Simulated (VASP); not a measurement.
# ZnS (rocksalt type) (Fm-3m) in VASP: a series of runs

Runs on ZnS (rocksalt type). Level: PBEsol. Tasks: density of states.

Program: VASP 6.6.1. These are calculated values, not measurements. Logs are shortened: lines on timing, memory, paths and dates and some standing lists are left out, and cuts for length are marked.

### 1 The cell of the first run

The structure is cubic, space group Fm-3m (No. 225). Conventional cell: a = 4.111 Å, b = 4.111 Å, c = 4.111 Å, α = 90.00°, β = 90.00°, γ = 90.00°. Within 2.7 Å of Zn (site symmetry m-3m) lie 6 S at 2.06 Å. S (site symmetry m-3m) has 6 Zn at 2.06 Å within 2.7 Å.

### 2 Density of states, PBEsol (volume scaled by 0.55)

POSCAR

```
ZnS
1.0
    0.0000000000      2.0556995568      2.0556995568
    2.0556995568      0.0000000000      2.0556995568
    2.0556995568      2.0556995568      0.0000000000
Zn S
1 1
Direct
    0.0000000000      0.0000000000      0.0000000000
    0.5000000000      0.5000000000      0.5000000000
```

INCAR.step1

```
SYSTEM = ZnS
PREC = Accurate
ENCUT = 520
EDIFF = 1E-6
ISMEAR = -1
SIGMA = 0.05
LREAL = .FALSE.
LASPH = .TRUE.
NELM = 100
ALGO = Normal
ISIF = 2
LWAVE = .FALSE.
LCHARG = .TRUE.
GGA = PS
NBANDS = 16
```

KPOINTS.step1

```
regular mesh
0
G
  16 16 16
  0 0 0
```

INCAR.step2

```
SYSTEM = ZnS
PREC = Accurate
ENCUT = 520
EDIFF = 1E-6
ISMEAR = -5
SIGMA = 0.05
LREAL = .FALSE.
LASPH = .TRUE.
NELM = 100
ALGO = Normal
ISIF = 2
LWAVE = .FALSE.
LCHARG = .FALSE.
GGA = PS
LORBIT = 11
NEDOS = 1001
ICHARG = 11
```

KPOINTS.step2

```
regular mesh
0
G
  24 24 24
  0 0 0
```

Potentials or basis: VASP PAW PBE potentials, release 64 (Zn, S).

Started as:

```bash
$ cat potpaw_PBE.64/Zn/POTCAR potpaw_PBE.64/S/POTCAR > POTCAR
$ cp INCAR.step1 INCAR
$ cp KPOINTS.step1 KPOINTS
$ mpirun -np 1 vasp_std > vasp.out
$ cp INCAR.step2 INCAR
$ cp KPOINTS.step2 KPOINTS
$ mpirun -np 1 vasp_std > vasp.out
```

OUTCAR:

```text
SYSTEM = ZnS
   PREC = Accurate
   ENCUT = 520
   EDIFF = 1E-6
   ISMEAR = -5
   LREAL = .FALSE.
   LASPH = .TRUE.
   NELM = 100
   ISIF = 2
   GGA = PS
   LORBIT = 11
   ICHARG = 11

 ion  position               nearest neighbor table
   1  0.000  0.000  0.000-   2 2.06   2 2.06   2 2.06   2 2.06   2 2.06   2 2.06
   2  0.500  0.500  0.500-   1 2.06   1 2.06   1 2.06   1 2.06   1 2.06   1 2.06

  LATTYP: Found a face centered cubic cell.
 ALAT       =     4.1113991136

  Lattice vectors:

 A1 = (   0.0000000000,   2.0556995568,   2.0556995568)
 A2 = (   2.0556995568,   0.0000000000,   2.0556995568)
 A3 = (   2.0556995568,   2.0556995568,   0.0000000000)

Analysis of symmetry for initial positions (statically):
=====================================================================
 Subroutine PRICEL returns:
 Original cell was already a primitive cell.

 Routine SETGRP: Setting up the symmetry group for a
 face centered cubic supercell.

 Subroutine GETGRP returns: Found 48 space group operations
 (whereof 48 operations were pure point group operations)
 out of a pool of 48 trial point group operations.

The static configuration has the point symmetry O_h .

Analysis of symmetry for dynamics (positions and initial velocities):
=====================================================================
 Subroutine PRICEL returns:
 Original cell was already a primitive cell.

 Routine SETGRP: Setting up the symmetry group for a
 face centered cubic supercell.

 Subroutine GETGRP returns: Found 48 space group operations
 (whereof 48 operations were pure point group operations)
 out of a pool of 48 trial point group operations.

The dynamic configuration has the point symmetry O_h .

 Subroutine INISYM returns: Found 48 space group operations
 (whereof 48 operations are pure point group operations),
 and found     1 'primitive' translations

----------------------------------------------------------------------------------------

                                     Primitive cell

  volume of cell :      17.3744

  direct lattice vectors                    reciprocal lattice vectors
     0.000000000  2.055699557  2.055699557    -0.243226204  0.243226204  0.243226204
     2.055699557  0.000000000  2.055699557     0.243226204 -0.243226204  0.243226204
     2.055699557  2.055699557  0.000000000     0.243226204  0.243226204 -0.243226204

  length of vectors
     2.907198193  2.907198193  2.907198193     0.421280143  0.421280143  0.421280143

  position of ions in fractional coordinates (direct lattice)
     0.000000000  0.000000000  0.000000000
     0.500000000  0.500000000  0.500000000
[... 99 lines left out ...]
     AMIX_MAG =   1.60;   BMIX_MAG =  1.00
  volume/ion in A,a.u.               =       8.69        58.62
  Fermi-wavevector in a.u.,A,eV,Ry     =   1.656517  3.130364 37.335069  2.744050
  Thomas-Fermi vector in A             =   2.744428
   LORBIT       =     11    0 simple, 1 ext, 2 COOP (PROOUT), +10 PAW based schemes
   GGA     = PS    functional components
   LHFCALC =     F    Hartree Fock is set to
   AEXX    =    0.0000 exact exchange contribution
   IVDW    =     0    specifies the selected vdW correction
   LEPSILON=     F    determine dielectric tensor
   LRPA    =     F    only Hartree local field effects (RPA)
 non-spin polarized calculation
 Fermi weights with tetrahedron method with Bloechl corrections
  energy-cutoff  :      520.00
  volume of cell :       17.37
 maximum number of plane-waves:       489
 NGX is ok and might be reduce to    24

 number of electron      18.0000014 magnetization

 Free energy of the ion-electron system (eV)
  ---------------------------------------------------
  ext. energy  EPLUGINS =         0.00000000
  ---------------------------------------------------
  free energy    TOTEN  =        -1.17300107 eV

  energy without entropy =       -1.17300107  energy(sigma->0) =       -1.17300107

 E-fermi :  13.4725     XC(G=0): -14.4735

 val. band max:       13.5550054794   @ k =   0.5000   0.0000   0.0000
 cond. band min:      13.4290700594   @ k =  -0.4583   0.4583   0.0000
 fundamental gap:     -0.1259354200
 Fermi energy:        13.4724904613

 k-point     1 :       0.0000    0.0000    0.0000
  band No.  band energies     occupation
      1      -8.1865      2.00000
      2       3.3338      2.00000
      3       3.3338      2.00000
      4       3.3338      2.00000
      5       3.3352      2.00000
      6       3.3352      2.00000
      7      11.6547      2.00000
      8      11.6547      2.00000
      9      11.6547      2.00000
     10      21.5440      0.00000
     11      21.5440      0.00000
     12      21.5440      0.00000
     13      22.3696      0.00000
[... 354 lines left out ...]
  band No.  band energies     occupation
      1      -3.9885      2.00000
      2      -0.2846      2.00000
      3       2.2190      2.00000
      4       2.2611      2.00000
      5       4.1029      2.00000
      6       4.1296      2.00000
      7       5.2819      2.00000
      8      13.0427      2.00055
      9      13.3061      2.13104
     10      16.8441      0.00000
     11      17.2272      0.00000
     12      17.8580      0.00000
     13      26.8903      0.00000

 [... further k-points ...]

------------------------ aborting loop because EDIFF is reached ----------------------------------------

  FORCE on cell =-STRESS in cart. coord.  units (eV):
  Direction    XX          YY          ZZ          XY          YZ          ZX
  --------------------------------------------------------------------------------------
  -------------------------------------------------------------------------------------
  Total       24.7027992     24.7027992     24.7027992      0.0000000      0.0000000      0.0000000
  in kB     2277.9690997   2277.9690997   2277.9690997      0.0000000      0.0000000      0.0000000
  external PRESSURE =    2277.9690997 kB  Pullay stress =       0.0000000 kB

 VOLUME and BASIS-vectors are now :
 -----------------------------------------------------------------------------
  energy-cutoff  :      520.00
  volume of cell :       17.37
      direct lattice vectors                 reciprocal lattice vectors
     0.000000000  2.055699557  2.055699557    -0.243226204  0.243226204  0.243226204
     2.055699557  0.000000000  2.055699557     0.243226204 -0.243226204  0.243226204
     2.055699557  2.055699557  0.000000000     0.243226204  0.243226204 -0.243226204

 POSITION                                       TOTAL-FORCE (eV/Angst)
 -----------------------------------------------------------------------------------
      0.00000      0.00000      0.00000        -0.000000     -0.000000     -0.000000
      2.05570      2.05570      2.05570         0.000000      0.000000      0.000000
 -----------------------------------------------------------------------------------
    total drift:                                0.000000     -0.000000     -0.000000

  FREE ENERGIE OF THE ION-ELECTRON SYSTEM (eV)
  ---------------------------------------------------
  free  energy   TOTEN  =        -1.1730010729 eV

  energy  without entropy=       -1.1730010729  energy(sigma->0) =       -1.17300107

 total charge

# of ion       s       p       d       tot
------------------------------------------
    1        0.756   1.155  10.105  12.016
    2        1.349   2.810   0.000   4.159
--------------------------------------------------
tot          2.105   3.965  10.105  16.175
```

OUTCAR.step1:

```text
SYSTEM = ZnS
   PREC = Accurate
   ENCUT = 520
   EDIFF = 1E-6
   ISMEAR = -1
   LREAL = .FALSE.
[... 678 lines left out ...]
      0.00000      0.00000      0.00000         0.000000      0.000000     -0.000000
      2.05570      2.05570      2.05570         0.000000      0.000000      0.000000
 -----------------------------------------------------------------------------------
    total drift:                                0.000000     -0.000000     -0.000000

  FREE ENERGIE OF THE ION-ELECTRON SYSTEM (eV)
  ---------------------------------------------------
  free  energy   TOTEN  =        -1.1749804090 eV

  energy  without entropy=       -1.1723035978  energy(sigma->0) =       -1.17364200
```

Wall time 34 s (1 thread of Intel Xeon 6975P-C (Granite Rapids), shared host); peak memory 0.21 GiB.

Results:

* Valence electrons inside the program's atomic spheres: Zn 12.02; S 4.16

Levels at points of the mesh, in eV from the Fermi level:
```
           k point  band 5  band 6  band 7  band 8  band 9  band 10  band 11  band 12  band 13
(0.00, 0.00, 0.00)  -10.14  -10.14   -1.82   -1.82   -1.82     8.07     8.07     8.07     8.90
(0.50, 0.00, 0.00)   -9.33   -9.33   -8.26    0.08    0.08     3.01     3.74     3.74    13.15
(0.50, 0.50, 0.00)   -9.12   -9.12   -7.34   -6.31   -6.31    -0.60     2.88    17.62    17.99
```

Caveat: the PAW data sets were made with another functional, which shifts forces and pressure a little; tetrahedron occupations give inexact forces and stress in metals.

### 3 Density of states, PBEsol (volume scaled by 0.64)

POSCAR

```
ZnS
1.0
    0.0000000000      2.1622143090      2.1622143090
    2.1622143090      0.0000000000      2.1622143090
    2.1622143090      2.1622143090      0.0000000000
Zn S
1 1
Direct
    0.0000000000      0.0000000000      0.0000000000
    0.5000000000      0.5000000000      0.5000000000
```

INCAR.step1

```
SYSTEM = ZnS
PREC = Accurate
ENCUT = 520
EDIFF = 1E-6
ISMEAR = -1
SIGMA = 0.05
LREAL = .False.
LASPH = .True.
NELM = 100
ALGO = Normal
ISIF = 2
LWAVE = .False.
LCHARG = .True.
GGA = PS
NBANDS = 16
```

KPOINTS.step1

```
regular mesh
0
Gamma
  16 16 16
  0 0 0
```

INCAR.step2

```
SYSTEM = ZnS
PREC = Accurate
ENCUT = 520
EDIFF = 1E-6
ISMEAR = -5
SIGMA = 0.05
LREAL = .False.
LASPH = .True.
NELM = 100
ALGO = Normal
ISIF = 2
LWAVE = .False.
LCHARG = .False.
GGA = PS
LORBIT = 10
NEDOS = 2001
ICHARG = 11
```

KPOINTS.step2

```
regular mesh
0
Gamma
  24 24 24
  0 0 0
```

Potentials or basis: VASP PAW PBE potentials, release 64 (Zn, S).

Started as:

```bash
$ cat potpaw_PBE.64/Zn/POTCAR potpaw_PBE.64/S/POTCAR > POTCAR
$ cp INCAR.step1 INCAR
$ cp KPOINTS.step1 KPOINTS
$ mpirun -np 1 vasp_std > vasp.out
$ cp INCAR.step2 INCAR
$ cp KPOINTS.step2 KPOINTS
$ mpirun -np 1 vasp_std > vasp.out
```

It took 34 s on 1 thread of Intel Xeon 6975P-C (Granite Rapids), shared host; peak memory 0.22 GiB.

It converged, with:

* Valence electrons inside the program's atomic spheres: Zn 11.52; S 4.01

Levels at points of the mesh, in eV from the Fermi level:
| k point | band 5 | band 6 | band 7 | band 8 | band 9 | band 10 | band 11 | band 12 | band 13 |
| --- | --- | --- | --- | --- | --- | --- | --- | --- | --- |
| (0.00, 0.00, 0.00) | -8.71 | -8.71 | -1.46 | -1.46 | -1.46 | 6.66 | 8.43 | 8.43 | 8.43 |
| (0.50, 0.00, 0.00) | -8.14 | -8.14 | -7.27 | 0.04 | 0.04 | 3.36 | 4.38 | 4.38 | 11.98 |
| (0.50, 0.50, 0.00) | -7.98 | -7.98 | -6.65 | -5.18 | -5.18 | -0.56 | 3.61 | 16.85 | 16.99 |

Caveat: the PAW data sets were made with another functional, which shifts forces and pressure a little; tetrahedron occupations give inexact forces and stress in metals.
